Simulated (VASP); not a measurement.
Runs of VASP 6.6.1 on Al. The structure is that of space group Im-3m (No. 229), or close to it. The cells are those of the table. 

```csv
task,cell,cutoff (eV),gap on the mesh (eV),pressure (GPa)
single point,"a = 2.722 Å, angles 70.5, 109.5, 70.5°, 1 atom",520,none,4.6
relaxation of cell and atoms,"relaxed to 10 GPa from a = 2.780 Å, angles 70.5, 109.5, 70.5°, 1 atom",600,none,10.2
single point,"a = 2.608 Å, angles 70.5, 109.5, 70.5°, 1 atom",520,none,(a)
single point,"a = 2.679 Å, angles 70.5, 109.5, 70.5°, 1 atom",520,none,9.7
relaxation of cell and atoms,"relaxed to 20 GPa from a = 2.780 Å, angles 70.5, 109.5, 70.5°, 1 atom",600,none,19.8
```

Alike in all rows: level r2SCAN; potentials or basis VASP PAW PBE potentials, release 64 (Al); no spin polarisation; k mesh 10 × 10 × 10; smearing methfessel-paxton 0.1 eV.

Problem. Fill in the values left out.

Solution. (a) 19.4.

Caveats: the PAW data sets were made with another functional, which shifts forces and pressure a little; the cell is relaxed towards a set pressure, so the enthalpy falls and the energy may rise (some runs).

A gap of «none» marks levels without a gap at the run's occupations.
